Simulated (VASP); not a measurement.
# PbI3 (Pm-3m) in VASP: further runs

The runs below take PbI3 through single point, with PBE.

All numbers are computed with VASP 6.6.1; they aren't measurements. Logs are shortened: lines on timing, memory, paths and dates and some standing lists are left out, and cuts for length are marked.

### Step 1. The cell of the first run

It takes space group Pm-3m (No. 221, cubic). The conventional cell has a = 5.369 Å, b = 5.369 Å, c = 5.369 Å, α = 90.00°, β = 90.00°, γ = 90.00°. Pb (site symmetry m-3m) has 12 I at 3.80 Å within 5.0 Å. I (site symmetry 4/mmm) has 4 Pb at 3.80 Å and 8 I at 3.80 Å within 5.0 Å.

### Step 2. Single point, PBE

INCAR reads:

```
PREC = Accurate
ENCUT = 520
EDIFF = 1E-6
ISMEAR = 0
SIGMA = 0.1
LREAL = False
LASPH = True
NELM = 80
ALGO = Normal
ISIF = 2
LWAVE = False
LCHARG = True
GGA = PE
LELF = True
LVHAR = True
NBANDS = 26
```

KPOINTS reads:

```
regular mesh
0
Gamma
  4 4 4
```

POSCAR reads:

```
PbI3
1.0
    5.3689632093      0.0000000000      0.0000000000
    0.0000000000      5.3689632093      0.0000000000
    0.0000000000      0.0000000000      5.3689632093
Pb I
1 3
Direct
    0.0000000000      0.0000000000      0.0000000000
    0.0000000000      0.5000000000      0.5000000000
    0.5000000000      0.0000000000      0.5000000000
    0.5000000000      0.5000000000      0.0000000000
```

Potentials or basis: VASP PAW PBE potentials, release 64 (Pb_d, I).

On the command line:

```
$ cat potpaw_PBE.64/Pb_d/POTCAR potpaw_PBE.64/I/POTCAR > POTCAR
$ mpirun -np 1 vasp_std > vasp.out
```

OUTCAR:

```text
PREC = Accurate
   ENCUT = 520
   EDIFF = 1E-6
   ISMEAR = 0
   LREAL = False
   LASPH = True
   NELM = 80
   ISIF = 2
   GGA = PE

 ion  position               nearest neighbor table
   1  0.000  0.000  0.000-   2 3.80   3 3.80   4 3.80   2 3.80   3 3.80   2 3.80   4 3.80   2 3.80
                             3 3.80   4 3.80   3 3.80   4 3.80
   2  0.000  0.500  0.500-   1 3.80   1 3.80   1 3.80   1 3.80
   3  0.500  0.000  0.500-   1 3.80   1 3.80   1 3.80   1 3.80
   4  0.500  0.500  0.000-   1 3.80   1 3.80   1 3.80   1 3.80

  LATTYP: Found a simple cubic cell.
 ALAT       =     5.3689632093

  Lattice vectors:

 A1 = (   5.3689632093,   0.0000000000,   0.0000000000)
 A2 = (   0.0000000000,   5.3689632093,   0.0000000000)
 A3 = (   0.0000000000,   0.0000000000,   5.3689632093)

Analysis of symmetry for initial positions (statically):
=====================================================================
 Subroutine PRICEL returns:
 Original cell was already a primitive cell.

 Routine SETGRP: Setting up the symmetry group for a
 simple cubic supercell.

 Subroutine GETGRP returns: Found 48 space group operations
 (whereof 48 operations were pure point group operations)
 out of a pool of 48 trial point group operations.

The static configuration has the point symmetry O_h .

Analysis of symmetry for dynamics (positions and initial velocities):
=====================================================================
 Subroutine PRICEL returns:
 Original cell was already a primitive cell.

 Routine SETGRP: Setting up the symmetry group for a
 simple cubic supercell.

 Subroutine GETGRP returns: Found 48 space group operations
 (whereof 48 operations were pure point group operations)
 out of a pool of 48 trial point group operations.

The dynamic configuration has the point symmetry O_h .

 Subroutine INISYM returns: Found 48 space group operations
 (whereof 48 operations are pure point group operations),
 and found     1 'primitive' translations

----------------------------------------------------------------------------------------

                                     Primitive cell

  volume of cell :     154.7645

  direct lattice vectors                    reciprocal lattice vectors
[... 73 lines left out ...]
   LASPH  =      T    aspherical Exc in radial PAW
   ENCUT  =  520.0 eV  38.22 Ry    6.18 a.u.   9.98  9.98  9.98*2*pi/ulx,y,z
   NELM   =     80;   NELMIN=  2; NELMDL= -5     # of ELM steps
   EDIFF  = 0.1E-05   stopping-criterion for ELM
   LREAL  =      F    real-space projection
   EDIFFG = 0.1E-04   stopping-criterion for IOM
   NSW    =      0    number of steps for IOM
   IBRION =     -1    ionic relax: 0-MD 1-quasi-New 2-CG
   NFREE  =      0    steps in history (QN), initial steepest desc. (CG)
   ISIF   =      2    stress and relaxation
   ISYM   =      2    0-nonsym 1-usesym 2-fastsym
   POTIM  = 0.5000    time-step for ionic-motion
   TEBEG  =    0.0;   TEEND  =   0.0 temperature during run
   PSTRESS=    0.0 pullay stress
   NELECT =      35.0000    total number of electrons
   NUPDOWN=      -1.0000    fix difference up-down
   EMIN   =  10.00;   EMAX   =-10.00  energy-range for DOS
   EFERMI =   0.00;   METHOD = LEGACY
   ISMEAR =     0;   SIGMA  =   0.10  broadening in eV -4-tet -1-fermi 0-gaus
   EFERMI_NEDOS =   21; number of points for ismear=-14 and -15
   IALGO  =     38    algorithm
   IMIX   =      4    mixing-type and parameters
     AMIX     =   0.40;   BMIX     =  1.00
     AMIX_MAG =   1.60;   BMIX_MAG =  1.00
  volume/ion in A,a.u.               =      38.69       261.10
  Fermi-wavevector in a.u.,A,eV,Ry     =   0.997410  1.884832 13.535441  0.994827
  Thomas-Fermi vector in A             =   2.129564
   LORBIT       =      0    0 simple, 1 ext, 2 COOP (PROOUT), +10 PAW based schemes
   GGA     = PE    functional components
   LHFCALC =     F    Hartree Fock is set to
   AEXX    =    0.0000 exact exchange contribution
   IVDW    =     0    specifies the selected vdW correction
   LEPSILON=     F    determine dielectric tensor
   LRPA    =     F    only Hartree local field effects (RPA)
 non-spin polarized calculation
 Gauss-broadening in eV      SIGMA  =   0.10
  energy-cutoff  :      520.00
  volume of cell :      154.76
 maximum number of plane-waves:      4224
 NGX is ok and might be reduce to    40
   NGX = 19   NGY = 19   NGZ = 19

 number of electron      35.0000017 magnetization

 Free energy of the ion-electron system (eV)
  ---------------------------------------------------
  ext. energy  EPLUGINS =         0.00000000
  ---------------------------------------------------
  free energy    TOTEN  =        -8.11392565 eV

  energy without entropy =       -8.07360487  energy(sigma->0) =       -8.09376526

 E-fermi :   3.9151     XC(G=0):  -8.7115

 val. band max:        3.9070894711   @ k =   0.2500   0.2500   0.2500
 cond. band min:       3.9417045948   @ k =   0.5000   0.5000   0.0000
 fundamental gap:      0.0346151238
 Fermi energy:         3.9150553717

 k-point     1 :       0.0000    0.0000    0.0000
  band No.  band energies     occupation
      1     -13.8712      2.00000
      2     -13.8712      2.00000
      3     -13.8654      2.00000
      4     -13.8654      2.00000
      5     -13.8654      2.00000
      6      -8.7395      2.00000
[... 279 lines left out ...]
     25      10.8899      0.00000
     26      12.6016      0.00000

------------------------ aborting loop because EDIFF is reached ----------------------------------------

  FORCE on cell =-STRESS in cart. coord.  units (eV):
  Direction    XX          YY          ZZ          XY          YZ          ZX
  --------------------------------------------------------------------------------------
  -------------------------------------------------------------------------------------
  Total       -1.2351906     -1.2351906     -1.2351906      0.0000000     -0.0000000     -0.0000000
  in kB      -12.7871361    -12.7871361    -12.7871361      0.0000000     -0.0000000     -0.0000000
  external PRESSURE =     -12.7871361 kB  Pullay stress =       0.0000000 kB

 VOLUME and BASIS-vectors are now :
 -----------------------------------------------------------------------------
  energy-cutoff  :      520.00
  volume of cell :      154.76
      direct lattice vectors                 reciprocal lattice vectors
     5.368963209  0.000000000  0.000000000     0.186255700  0.000000000  0.000000000
     0.000000000  5.368963209  0.000000000     0.000000000  0.186255700  0.000000000
     0.000000000  0.000000000  5.368963209     0.000000000  0.000000000  0.186255700

 POSITION                                       TOTAL-FORCE (eV/Angst)
 -----------------------------------------------------------------------------------
      0.00000      0.00000      0.00000         0.000000      0.000000      0.000000
      0.00000      2.68448      2.68448         0.000000      0.000000      0.000000
      2.68448      0.00000      2.68448         0.000000      0.000000      0.000000
      2.68448      2.68448      0.00000         0.000000      0.000000      0.000000
 -----------------------------------------------------------------------------------
    total drift:                                0.000000     -0.000000     -0.000000

  FREE ENERGIE OF THE ION-ELECTRON SYSTEM (eV)
  ---------------------------------------------------
  free  energy   TOTEN  =        -8.1139256473 eV

  energy  without entropy=       -8.0736048667  energy(sigma->0) =       -8.09376526
```

OSZICAR:

```text
N       E                     dE             d eps       ncg     rms          rms(c)
DAV:   1     0.283947430410E+03    0.28395E+03   -0.13878E+04   520   0.116E+03
DAV:   2     0.194165814495E+02   -0.26453E+03   -0.25243E+03   582   0.284E+02
DAV:   3    -0.783242090962E+01   -0.27249E+02   -0.26742E+02   640   0.974E+01
DAV:   4    -0.888932032862E+01   -0.10569E+01   -0.10537E+01   696   0.221E+01
DAV:   5    -0.891933514285E+01   -0.30015E-01   -0.30010E-01   734   0.345E+00    0.460E+00
DAV:   6    -0.824496212240E+01    0.67437E+00   -0.66023E-01   662   0.496E+00    0.286E+00
DAV:   7    -0.811886580387E+01    0.12610E+00   -0.53611E-01   710   0.310E+00    0.102E+00
DAV:   8    -0.812571533281E+01   -0.68495E-02   -0.14893E-01   642   0.255E+00    0.398E-01
DAV:   9    -0.811361365742E+01    0.12102E-01   -0.28754E-02   668   0.102E+00    0.820E-02
DAV:  10    -0.811415548012E+01   -0.54182E-03   -0.37109E-03   606   0.276E-01    0.699E-02
DAV:  11    -0.811393610707E+01    0.21937E-03   -0.57910E-04   626   0.133E-01    0.181E-02
DAV:  12    -0.811392677997E+01    0.93271E-05   -0.12316E-04   618   0.543E-02    0.119E-02
DAV:  13    -0.811392584708E+01    0.93288E-06   -0.10807E-05   588   0.151E-02    0.723E-03
DAV:  14    -0.811392564731E+01    0.19977E-06   -0.43638E-07   346   0.378E-03
   1 F= -.81139256E+01 E0= -.80937653E+01  d E =-.403208E-01
```

stdout:

```text
POSCAR found type information on POSCAR PbI
 POSCAR found :  2 types and       4 ions
 scaLAPACK will be used
 LDA part: xc-table for (Slater+PW92), standard interpolation
 POSCAR, INCAR and KPOINTS ok, starting setup
 FFT: planning ... GRIDC
 FFT: planning ... GRID_SOFT
 FFT: planning ... GRID
 WAVECAR not read
 entering main loop
```

It took 69 s on 1 thread of Oxide Virtual Turin-like, shared host; peak memory 0.21 GiB.

What came out:

```yaml
Free_energy: -8.1139 eV
Pressure: -1.3 GPa
Band_gap_on_the_k_mesh: zero (an odd number of electrons rules out a gap without spin polarisation)
```

Caveat: spin-orbit coupling is left out, which moves the levels of the heavy elements; an odd number of electrons without spin polarisation forces a metal; a magnetic or distorted state may lie lower.

(Continued in part 2 of 2.)
